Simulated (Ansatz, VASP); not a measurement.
# Cs in VASP and in Ansatz

```xyz
2
Lattice="0.0000 5.7148 5.7148 5.7148 0.0000 5.7148 5.7148 5.7148 0.0000" Properties=species:S:1:pos:R:3 pbc="T T T"
Cs   -1.4287   -1.4287   -1.4287
Cs    1.4287    1.4287    1.4287
```

Alike in both runs: functional PBE; k mesh 6 × 6 × 6; occupations fermi-dirac, width 0.08 eV; no spin polarisation.

Ansatz relaxed the structure, and its values are those at the end. VASP's run is a single point on that final structure, the one shown.

|  | VASP | Ansatz |
| --- | --- | --- |
| version | VASP 6.6.1 | Ansatz 0.2.0 |
| potentials or method | VASP PAW PBE potentials, release 64 (Cs_sv) | PAW with Ansatz's default frozen-core files, scalar-relativistic |
| plane-wave cutoff (eV) | 520 | 420 |
| valence electrons in the cell | 18 | 18 |

|  | VASP | Ansatz | Ansatz less VASP |
| --- | --- | --- | --- |
| pressure (GPa) | 0.0 | 0.0 | 0.00 |

Neither program's run includes spin-orbit coupling.
